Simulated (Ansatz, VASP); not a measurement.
**Two plane-wave programs on PbSe**

```
Pb Se
1.0
     2.22321   -6.23663    0.00000
     2.22321    6.23663    0.00000
     0.00000    0.00000    4.61083
Pb Se
2 2
Direct
  0.63660 0.36340 0.75000
  0.36340 0.63660 0.25000
  0.86041 0.13959 0.75000
  0.13959 0.86041 0.25000
```

Change from the starting cell: hydrostatic strain +4.0%.

Alike in both runs: task single point; functional PBE; k mesh 6 × 6 × 6; occupations fermi-dirac, width 0.02 eV; no spin polarisation.

|  | VASP | Ansatz |
| --- | --- | --- |
| version | VASP 6.6.1 | Ansatz 0.2.0 |
| potentials or method | VASP PAW PBE potentials, release 64 (Pb_d, Se) | plane waves, PAW |
| plane-wave cutoff (eV) | 520 | 420 |
| valence electrons in the cell | 40 | 60 |

VASP gave:

```
gap on the k mesh at the Fermi level (eV)                     : 1.41
pressure (GPa)                                                : -1.5
traceless stress, the component that is largest in VASP (GPa) : 2.06
rms of the force components (eV/Å)                            : 0.074
```

Question: Estimate Ansatz's values.

Answer: gap on the k mesh at the Fermi level (eV): 1.41; pressure (GPa): -1.5; traceless stress, the component that is largest in VASP (GPa): 2.02; rms of the force components (eV/Å): 0.070.

Atom by atom the forces differ by 0.005 eV/Å (rms over components). VASP's potentials hold 40 valence electrons a cell and Ansatz's 60, so a difference there can come from the potentials and not from the codes.

Spin-orbit coupling is off throughout.
